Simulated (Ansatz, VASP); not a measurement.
## TiCo: VASP beside Ansatz

```
Co Ti
1.0
     2.98611    0.00000    0.00000
     0.00000    2.98611    0.00000
     0.00000    0.00000    2.98611
Co Ti
1 1
Direct
  0.50000 0.50000 0.50000
  0.00000 0.00000 0.00000
```

Alike in both runs: task relaxation of cell and atoms; functional PBEsol; dispersion D3(BJ); k mesh 9 × 9 × 9; occupations fermi-dirac, width 0.05 eV; collinear spin.

```csv
,VASP,Ansatz
version,VASP 6.6.1,Ansatz 0.2.0
potentials or method,"VASP PAW PBE potentials, release 64 (Co, Ti_sv)",Ansatz PAW
plane-wave cutoff (eV),600,420
valence electrons in the cell,21,29
```

```csv
,VASP,Ansatz,Ansatz less VASP
"gap on the k mesh at the Fermi level, each at its own relaxed structure (eV)",none,none,-
net moment per atom (μB),0.26,0.27,+0.015
size of the moment on the site where the two differ most (μB),0.55,0.59,+0.041
relaxed volume (Å³/atom),12.18,12.22,+0.043
relaxed cell length with the largest relative difference (Å),2.899,2.902,+0.0034
```

VASP's potentials were made for PBE, not for PBEsol. Site moments also hang on the region over which each program counts them. A gap of «none» marks a metal or a gap that the smearing closes. VASP's potentials hold 21 valence electrons a cell and Ansatz's 29, so a difference there can come from the potentials and not from the codes.

Noted on Ansatz's run: the plane-wave basis is chosen anew once the cell has moved, so the energies of steps on either side of that aren't comparable.
